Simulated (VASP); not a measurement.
# Fe (Pm-3n) in VASP: single point with r2SCAN

Aim: the single point of Fe with r2SCAN.

Everything below comes from runs of VASP 6.6.1. Logs are shortened: lines on timing, memory, paths and dates and some standing lists are left out, and cuts for length are marked.

## (1) The cell of the first run

The structure is cubic, space group Pm-3n (No. 223). The conventional cell has a = 4.565 Å, b = 4.565 Å, c = 4.565 Å, α = 90.00°, β = 90.00°, γ = 90.00°. Fe (site symmetry m-3) has 12 Fe at 2.55 Å within 3.4 Å. Within 3.0 Å of Fe (site symmetry -4m2) lie 14 Fe at 2.28 to 2.80 Å.

## (2) Single point, r2SCAN, collinear spin, ferromagnetic start

Input file POSCAR:

```
Fe
1.0
    4.5651422198      0.0000000000      0.0000000000
    0.0000000000      4.5651422198      0.0000000000
    0.0000000000      0.0000000000      4.5651422198
Fe
8
Direct
    0.5000000000      0.5000000000      0.5000000000
    0.0000000000      0.0000000000      0.0000000000
    0.2500000000      0.0000000000      0.5000000000
    0.5000000000      0.2500000000      0.0000000000
    0.5000000000      0.7500000000      0.0000000000
    0.7500000000      0.0000000000      0.5000000000
    0.0000000000      0.5000000000      0.7500000000
    0.0000000000      0.5000000000      0.2500000000
```

Input file INCAR.step1:

```
SYSTEM = Fe
PREC = Accurate
ENCUT = 520
ISMEAR = 0
SIGMA = 0.1
LREAL = .False.
LASPH = .True.
NELM = 150
ISPIN = 2
MAGMOM = 4 4 4 4 4 4 4 4
LMAXMIX = 4
NBANDS = 46
GGA = PE
ALGO = Normal
EDIFF = 1E-4
LWAVE = .True.
LCHARG = .False.
```

Input file INCAR.step2:

```
SYSTEM = Fe
PREC = Accurate
ENCUT = 520
EDIFF = 1E-6
ISMEAR = 0
SIGMA = 0.1
LREAL = .False.
LASPH = .True.
NELM = 150
ALGO = Normal
ISIF = 2
LWAVE = .False.
LCHARG = .False.
ISPIN = 2
MAGMOM = 4 4 4 4 4 4 4 4
LORBIT = 11
LMAXMIX = 4
METAGGA = R2SCAN
LMIXTAU = .True.
NBANDS = 46
ISTART = 1
```

Input file KPOINTS:

```
Automatic mesh
0
Gamma
  4 4 4
  0 0 0
```

Potentials or basis: VASP PAW PBE potentials, release 64 (Fe).

Started as:

```
$ cat potpaw_PBE.64/Fe/POTCAR > POTCAR
$ cp INCAR.step1 INCAR
$ mpirun -np 1 vasp_std > vasp.out
$ cp INCAR.step2 INCAR
$ mpirun -np 1 vasp_std > vasp.out
```

OUTCAR:

```text
SYSTEM = Fe
   PREC = Accurate
   ENCUT = 520
   EDIFF = 1E-6
   ISMEAR = 0
   LREAL = .False.
   LASPH = .True.
   NELM = 150
   ISIF = 2
   ISPIN = 2
   LORBIT = 11
   METAGGA = R2SCAN
   ISTART = 1

 ion  position               nearest neighbor table
   1  0.500  0.500  0.500-   3 2.55   4 2.55   5 2.55   6 2.55   7 2.55   8 2.55   4 2.55   5 2.55
                             3 2.55   6 2.55   7 2.55   8 2.55
   2  0.000  0.000  0.000-   3 2.55   4 2.55   5 2.55   6 2.55   7 2.55   8 2.55   3 2.55   6 2.55
                             7 2.55   8 2.55   4 2.55   5 2.55
   3  0.250  0.000  0.500-   6 2.28   6 2.28   1 2.55   2 2.55   1 2.55   2 2.55   8 2.80   5 2.80
                             4 2.80   5 2.80   4 2.80   7 2.80   8 2.80   7 2.80
   4  0.500  0.250  0.000-   5 2.28   5 2.28   1 2.55   1 2.55   2 2.55   2 2.55   8 2.80   3 2.80
                             3 2.80   6 2.80   6 2.80   7 2.80   7 2.80   8 2.80
   5  0.500  0.750  0.000-   4 2.28   4 2.28   1 2.55   1 2.55   2 2.55   2 2.55   8 2.80   3 2.80
                             3 2.80   6 2.80   6 2.80   7 2.80   7 2.80   8 2.80
   6  0.750  0.000  0.500-   3 2.28   3 2.28   1 2.55   2 2.55   1 2.55   2 2.55   8 2.80   4 2.80
                             4 2.80   5 2.80   5 2.80   7 2.80   8 2.80   7 2.80
   7  0.000  0.500  0.750-   8 2.28   8 2.28   1 2.55   2 2.55   2 2.55   1 2.55   3 2.80   4 2.80
                             5 2.80   3 2.80   6 2.80   6 2.80   4 2.80   5 2.80
   8  0.000  0.500  0.250-   7 2.28   7 2.28   1 2.55   2 2.55   2 2.55   1 2.55   3 2.80   4 2.80
                             5 2.80   3 2.80   6 2.80   6 2.80   4 2.80   5 2.80

  LATTYP: Found a simple cubic cell.
 ALAT       =     4.5651422198

  Lattice vectors:

 A1 = (   4.5651422198,   0.0000000000,   0.0000000000)
 A2 = (   0.0000000000,   4.5651422198,   0.0000000000)
 A3 = (   0.0000000000,   0.0000000000,   4.5651422198)

Analysis of symmetry for initial positions (statically):
=====================================================================
 Subroutine PRICEL returns:
 Original cell was already a primitive cell.

 Routine SETGRP: Setting up the symmetry group for a
 simple cubic supercell.

 Subroutine GETGRP returns: Found 48 space group operations
 (whereof 24 operations were pure point group operations)
 out of a pool of 48 trial point group operations.

The static configuration has the point symmetry T_h .
 The point group associated with its full space group is O_h .

Analysis of symmetry for dynamics (positions and initial velocities):
=====================================================================
 Subroutine PRICEL returns:
 Original cell was already a primitive cell.

 Routine SETGRP: Setting up the symmetry group for a
 simple cubic supercell.

 Subroutine GETGRP returns: Found 48 space group operations
 (whereof 24 operations were pure point group operations)
 out of a pool of 48 trial point group operations.

The dynamic configuration has the point symmetry T_h .
 The point group associated with its full space group is O_h .

Analysis of structural, dynamic, and magnetic symmetry:
=====================================================================
 Subroutine PRICEL returns:
 Original cell was already a primitive cell.

 Routine SETGRP: Setting up the symmetry group for a
 simple cubic supercell.

 Subroutine GETGRP returns: Found 48 space group operations
 (whereof 24 operations were pure point group operations)
 out of a pool of 48 trial point group operations.

The overall configuration has the point symmetry T_h .
 The point group associated with its full space group is O_h .

 Subroutine INISYM returns: Found 48 space group operations
 (whereof 24 operations are pure point group operations),
 and found     1 'primitive' translations

----------------------------------------------------------------------------------------

                                     Primitive cell

  volume of cell :      95.1400

  direct lattice vectors                    reciprocal lattice vectors
     4.565142220  0.000000000  0.000000000     0.219051226  0.000000000  0.000000000
     0.000000000  4.565142220  0.000000000     0.000000000  0.219051226  0.000000000
     0.000000000  0.000000000  4.565142220     0.000000000  0.000000000  0.219051226

  length of vectors
     4.565142220  4.565142220  4.565142220     0.219051226  0.219051226  0.219051226

  position of ions in fractional coordinates (direct lattice)
     0.500000000  0.500000000  0.500000000
     0.000000000  0.000000000  0.000000000
     0.250000000  0.000000000  0.500000000
     0.500000000  0.250000000  0.000000000
[... 66 lines left out ...]
   ISPIN  =      2    spin polarized calculation?
   LNONCOLLINEAR =      F non collinear calculations
   LSORBIT =      F    spin-orbit coupling
   LASPH  =      T    aspherical Exc in radial PAW
   ENCUT  =  520.0 eV  38.22 Ry    6.18 a.u.   8.49  8.49  8.49*2*pi/ulx,y,z
   NELM   =    150;   NELMIN=  2; NELMDL=  0     # of ELM steps
   EDIFF  = 0.1E-05   stopping-criterion for ELM
   LREAL  =      F    real-space projection
   EDIFFG = 0.1E-04   stopping-criterion for IOM
   NSW    =      0    number of steps for IOM
   IBRION =     -1    ionic relax: 0-MD 1-quasi-New 2-CG
   NFREE  =      0    steps in history (QN), initial steepest desc. (CG)
   ISIF   =      2    stress and relaxation
   ISYM   =      2    0-nonsym 1-usesym 2-fastsym
   POTIM  = 0.5000    time-step for ionic-motion
   TEBEG  =    0.0;   TEEND  =   0.0 temperature during run
   PSTRESS=    0.0 pullay stress
   NELECT =      64.0000    total number of electrons
   NUPDOWN=      -1.0000    fix difference up-down
   EMIN   =  10.00;   EMAX   =-10.00  energy-range for DOS
   EFERMI =   0.00;   METHOD = LEGACY
   ISMEAR =     0;   SIGMA  =   0.10  broadening in eV -4-tet -1-fermi 0-gaus
   EFERMI_NEDOS =   21; number of points for ismear=-14 and -15
   IALGO  =     38    algorithm
   IMIX   =      4    mixing-type and parameters
     AMIX     =   0.40;   BMIX     =  1.00
     AMIX_MAG =   1.60;   BMIX_MAG =  1.00
  volume/ion in A,a.u.               =      11.89        80.25
  Fermi-wavevector in a.u.,A,eV,Ry     =   1.434434  2.710687 27.995352  2.057600
  Thomas-Fermi vector in A             =   2.553843
   LORBIT       =     11    0 simple, 1 ext, 2 COOP (PROOUT), +10 PAW based schemes
   METAGGA = R2SCAN    functional components
   LHFCALC =     F    Hartree Fock is set to
   AEXX    =    0.0000 exact exchange contribution
   IVDW    =     0    specifies the selected vdW correction
   LEPSILON=     F    determine dielectric tensor
   LRPA    =     F    only Hartree local field effects (RPA)
 spin polarized calculation
 Gauss-broadening in eV      SIGMA  =   0.10
  energy-cutoff  :      520.00
  volume of cell :       95.14
 maximum number of plane-waves:      2562
 NGX is ok and might be reduce to    36
   NGX = 17   NGY = 17   NGZ = 17

 number of electron      63.9999952 magnetization      21.4811983

 Free energy of the ion-electron system (eV)
  ---------------------------------------------------
  ext. energy  EPLUGINS =         0.00000000
  ---------------------------------------------------
  free energy    TOTEN  =      -114.25052962 eV

  energy without entropy =     -114.21743823  energy(sigma->0) =     -114.23398392

 E-fermi :   5.5336     XC(G=0): -13.9431

 val. band max:        5.5283224158   @ k =   0.5000   0.5000   0.2500
 cond. band min:       5.5363879846   @ k =   0.2500   0.2500   0.0000
 fundamental gap:      0.0080655689
 Fermi energy:         5.5336385698

 spin component 1

 k-point     1 :       0.0000    0.0000    0.0000
  band No.  band energies     occupation
      1      -3.0791      1.00000
      2       0.1155      1.00000
      3       0.1155      1.00000
      4       0.8278      1.00000
      5       0.8278      1.00000
      6       0.8278      1.00000
[... 459 lines left out ...]
     43       5.4908      0.72783
     44       5.4908      0.72783
 Fermi energy:         5.5336385698

 spin component 2

 k-point     1 :       0.0000    0.0000    0.0000
  band No.  band energies     occupation
      1      -3.6351      1.00000
      2       1.7248      1.00000
      3       1.7248      1.00000
      4       2.1234      1.00000
      5       3.2266      1.00000
      6       3.2267      1.00000
[... 459 lines left out ...]
     43       8.7515      0.00000
     44       8.7516      0.00000
 [bands above 44 left out]

------------------------ aborting loop because EDIFF is reached ----------------------------------------

  FORCE on cell =-STRESS in cart. coord.  units (eV):
  Direction    XX          YY          ZZ          XY          YZ          ZX
  --------------------------------------------------------------------------------------
  -------------------------------------------------------------------------------------
  Total        0.9633466      0.9633466      0.9633466     -0.0000000     -0.0000000      0.0000000
  in kB       16.2229639     16.2229639     16.2229639     -0.0000000     -0.0000000      0.0000000
  external PRESSURE =      16.2229639 kB  Pullay stress =       0.0000000 kB

 VOLUME and BASIS-vectors are now :
 -----------------------------------------------------------------------------
  energy-cutoff  :      520.00
  volume of cell :       95.14
      direct lattice vectors                 reciprocal lattice vectors
     4.565142220  0.000000000  0.000000000     0.219051226  0.000000000  0.000000000
     0.000000000  4.565142220  0.000000000     0.000000000  0.219051226  0.000000000
     0.000000000  0.000000000  4.565142220     0.000000000  0.000000000  0.219051226

 POSITION                                       TOTAL-FORCE (eV/Angst)
 -----------------------------------------------------------------------------------
      2.28257      2.28257      2.28257        -0.000000     -0.000000      0.000000
      0.00000      0.00000      0.00000        -0.000000     -0.000000      0.000000
      1.14129      0.00000      2.28257        -0.000000      0.000000     -0.000000
      2.28257      1.14129      0.00000        -0.000000      0.000000      0.000000
      2.28257      3.42386      0.00000         0.000000     -0.000000     -0.000000
      3.42386      0.00000      2.28257         0.000000      0.000000     -0.000000
      0.00000      2.28257      3.42386         0.000000     -0.000000     -0.000000
      0.00000      2.28257      1.14129        -0.000000      0.000000      0.000000
 -----------------------------------------------------------------------------------
    total drift:                                0.000000      0.000000     -0.000000

  FREE ENERGIE OF THE ION-ELECTRON SYSTEM (eV)
  ---------------------------------------------------
  free  energy   TOTEN  =      -114.2505296200 eV

  energy  without entropy=     -114.2174382283  energy(sigma->0) =     -114.23398392

 total charge

# of ion       s       p       d       tot
------------------------------------------
    1        0.495   0.562   6.149   7.205
    2        0.495   0.562   6.149   7.205
    3        0.481   0.536   6.192   7.208
    4        0.481   0.536   6.192   7.208
    5        0.481   0.536   6.192   7.208
    6        0.481   0.536   6.192   7.208
    7        0.481   0.536   6.192   7.208
    8        0.481   0.536   6.192   7.208
--------------------------------------------------
tot          3.872   4.337  49.450  57.660

 magnetization (x)

# of ion       s       p       d       tot
------------------------------------------
    1       -0.024  -0.115   2.889   2.750
    2       -0.024  -0.115   2.889   2.750
    3       -0.014  -0.101   2.854   2.740
    4       -0.014  -0.101   2.854   2.740
    5       -0.014  -0.101   2.854   2.740
    6       -0.014  -0.101   2.854   2.740
    7       -0.014  -0.101   2.854   2.740
    8       -0.014  -0.101   2.854   2.740
--------------------------------------------------
tot         -0.131  -0.836  22.905  21.939
```

Run time: 8.3 min. Hardware: 1 thread of AMD EPYC 7R13 (Zen 3), shared host; peak memory 0.25 GiB.

Results:

```yaml
Free_energy: -114.2505 eV
Pressure: 1.6 GPa
Net_moment: 21.48 μB per cell
Site_moments: Fe +2.75, +2.74 μB
Valence_electrons_inside_the_program's_atomic_spheres: Fe 7.21
```

Caveat: the bands computed are all filled at some k points, so no gap is given; the PAW data sets were made with another functional, which shifts forces and pressure a little.
